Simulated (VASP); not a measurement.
Here is a VASP 6.6.1 calculation.

INCAR

```
PREC = Accurate
ENCUT = 1300
EDIFF = 1E-6
ISMEAR = 0
SIGMA = 0.05
LREAL = F
LASPH = T
NELM = 120
ALGO = Normal
ISIF = 2
LWAVE = F
LCHARG = F
GGA = CA
NBANDS = 26
GGA_COMPAT = F
```

Contents of KPOINTS:

```
regular mesh
0
Gamma
  6 6 10
```

The input POSCAR:

```
C
1.0
    2.1821454906     -4.3337146136      0.0000000000
    2.1821454906      4.3337146136      0.0000000000
    0.0000000000      0.0000000000      2.4856616114
C
8
Direct
    0.6482879639      0.9815881366      0.0000000000
    0.3517120361      0.0184118634      0.0000000000
    0.0184118634      0.3517120361      0.0000000000
    0.9815881366      0.6482879639      0.0000000000
    0.4045540954      0.2260768148      0.5000000000
    0.5954459046      0.7739231852      0.5000000000
    0.7739231852      0.5954459046      0.5000000000
    0.2260768148      0.4045540954      0.5000000000
```

Potentials or basis: VASP PAW LDA potentials, release 64 (C_h).

The run is started by

```sh
$ cat potpaw_LDA.64/C_h/POTCAR > POTCAR
$ mpirun -np 1 vasp_std > vasp.out
```

Task: Estimate the band gap on the k mesh.

Result: 3.26 eV (least direct gap 4.75 eV).

Task: Predict the largest force.

Result: 0.309 eV/Å.

Task: Estimate the pressure.

Result: -13.7 GPa.

Forces on the atoms (eV/Å):
```
C   -0.098 -0.117  0.000
C    0.098  0.117  0.000
C    0.098 -0.117  0.000
C   -0.098  0.117  0.000
C    0.301 -0.069  0.000
C   -0.301  0.069  0.000
C   -0.301 -0.069  0.000
C    0.301  0.069  0.000
```

Caveat: the cell differs from its parent crystal (strain +0.0375 x Voigt [1, 0, 0, 0, 0, 0]); the stress differs along the axes, from -39 to -1 GPa. A k mesh can miss the band edges.
